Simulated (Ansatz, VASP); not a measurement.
Sb: VASP beside Ansatz

```xyz
4
Lattice="4.0687 0.0000 0.0000 -2.0343 3.5236 0.0000 0.0000 0.0000 20.8000" Properties=species:S:1:pos:R:3 pbc="T T T"
Sb    0.0000    2.3491    6.1500
Sb    2.0343    1.1745    4.5000
Sb   -2.0343    4.3066   11.6500
Sb    0.0000    3.1321   10.0000
```

Alike in both runs: task single point; functional PBE; dispersion D3(BJ); k mesh 9 × 9 × 1; occupations gaussian, width 0.05 eV; no spin polarisation.

|  | VASP | Ansatz |
| --- | --- | --- |
| version | VASP 6.6.1 | Ansatz 0.2.0 |
| potentials or method | VASP PAW PBE potentials, release 64 (Sb_d_GW), cutoff 400 eV | scalar-relativistic, plane waves, PAW |
| valence electrons in the cell | 60 | 60 |

```tsv
	VASP	Ansatz	Ansatz less VASP
gap on the k mesh at the Fermi level (eV)	0.87	0.87	-0.002
least direct gap on the mesh (eV)	1.40	1.40	-0.001
rms of the force components (eV/Å)	0.018	0.019	+0.0015
```

Atom by atom the forces differ by 0.003 eV/Å (rms over components).

Neither program's run includes spin-orbit coupling.
